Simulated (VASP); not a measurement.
**CaF2: single point with PBE**

Crystal: CaF2.

```
CELL_PARAMETERS angstrom
0.00000 2.62574 2.62574
2.62574 0.00000 2.62574
2.62574 2.62574 0.00000
ATOMIC_POSITIONS crystal
Ca 0.00000 0.00000 0.00000
F 0.25000 0.25000 0.25000
F 0.75000 0.75000 0.75000
```

This cell differs from its parent crystal: volume changed by -10%.

```
Program                : VASP 6.6.1
Task                   : single point
Functional             : PBE
Potentials or basis    : VASP PAW PBE potentials, release 64 (Ca_sv, F)
Cutoff                 : 600 eV
k mesh                 : 4 × 4 × 4
Occupations            : gaussian, width 0.01 eV
Spin                   : no spin polarisation
Dipole correction      : no
Further INCAR settings : ALGO = Normal; EDIFF = 1e-06; NBANDS = 19
```

* Pressure: 16.0 GPa
* Band gap on the k mesh: 8.01 eV, indirect (least direct gap 8.28 eV)

Levels at points of the mesh, in eV from the valence-band top:
```
           k point  band 10  band 11  band 12  band 13  band 14  band 15
(0.00, 0.00, 0.00)    -0.27    -0.27    -0.27     8.01     9.61     9.61
(0.50, 0.00, 0.00)    -1.38    -0.91    -0.91     9.90     9.90    10.53
(0.50, 0.50, 0.00)    -0.44    -0.44     0.00     8.44    10.22    10.72
```

Wall time 22 s on 1 thread of AMD EPYC 7R13, on a shared host, peak memory 0.13 GiB.

Caveat: the k points lie up to 0.52 Å⁻¹ apart. A k mesh can miss the band edges.
